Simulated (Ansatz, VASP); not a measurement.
# Two plane-wave programs on SiHgRh

```
Si Hg Rh
1.0
     4.07712    0.00000    0.00000
    -2.03856    3.53089    0.00000
     0.00000    0.00000    3.59926
Si Hg Rh
1 1 1
Cartesian
  0.0000 2.3539 1.7996
  2.0386 1.1770 0.0000
  0.0000 0.0000 1.7996
```

Change from the starting cell: species swapped into the GdCuSi type (P-6m2, No. 187).

Alike in both runs: functional PBE; k mesh 6 × 6 × 4; occupations gaussian, width 0.1 eV; no spin polarisation.

Ansatz relaxed the structure, and its values are those at the end. VASP's run is a single point on that final structure, the one shown.

|  | VASP | Ansatz |
| --- | --- | --- |
| version | VASP 6.6.1 | Ansatz 0.2.0 |
| potentials or method | VASP PAW PBE potentials, release 64 (Si, Hg, Rh_pv), cutoff 520 eV | scalar-relativistic, plane waves, PAW |
| valence electrons in the cell | 31 | 41 |

VASP gave:

```
gap on the k mesh at the Fermi level (eV) : none
pressure (GPa)                            : 0.4
```

**Question.** What did Ansatz give for the same quantities?

**Answer.** gap on the k mesh at the Fermi level (eV): none; pressure (GPa): 0.0.

A gap of «none» marks a metal or a gap that the smearing closes. VASP's potentials hold 31 valence electrons a cell and Ansatz's 41, so a difference there can come from the potentials and not from the codes.

The k mesh is coarse, so the values compare programs but aren't converged. Neither program's run includes spin-orbit coupling.
